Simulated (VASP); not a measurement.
A run of VASP 6.6.1:

Contents of INCAR:

```
PREC     = Accurate       # precision mode
ENCUT    = 600            # plane-wave cutoff, eV
EDIFF    = 1E-6           # SCF threshold, eV
ISMEAR   = 0              # smearing method
SIGMA    = 0.1            # smearing width, eV
LREAL    = F              # projectors in reciprocal space
LASPH    = T              # aspherical terms in the spheres
NELM     = 100            # most SCF steps
ALGO     = Normal         # electronic algorithm
ISIF     = 3              # what is computed and relaxed
LWAVE    = F              # write WAVECAR
LCHARG   = F              # write CHGCAR
GGA      = PE             # functional
IBRION   = 2              # ionic algorithm
NSW      = 90             # ionic steps
EDIFFG   = -0.04          # ionic threshold
```

Contents of KPOINTS:

```
Automatic mesh
0
Gamma
  4 4 4
```

POSCAR

```
Al4Cl
1.0
   -2.9560961900      2.9560961900      2.9560961900
    2.9560961900     -2.9560961900      2.9560961900
    2.9560961900      2.9560961900     -2.9560961900
Al Cl
4 1
Direct
    0.5000000000      0.5000000000      0.5000000000
    0.0000000000      0.0000000000      0.5000000000
    0.0000000000      0.5000000000      0.0000000000
    0.5000000000      0.0000000000      0.0000000000
    0.0000000000      0.0000000000      0.0000000000
```

Potentials or basis: VASP PAW PBE potentials, release 64 (Al, Cl).

Run with:

```bash
$ cat potpaw_PBE.64/Al/POTCAR potpaw_PBE.64/Cl/POTCAR > POTCAR
$ mpirun -np 1 vasp_std > vasp.out
```

Hardware: 1 thread of Intel Xeon 6975P-C, on a shared host.

Task: Estimate the wall time of this run.

Result: Wall time 69 s on 1 thread of Intel Xeon 6975P-C, on a shared host, peak memory 0.25 GiB. Counts: scf iterations 50, k points 8, ion steps 4.
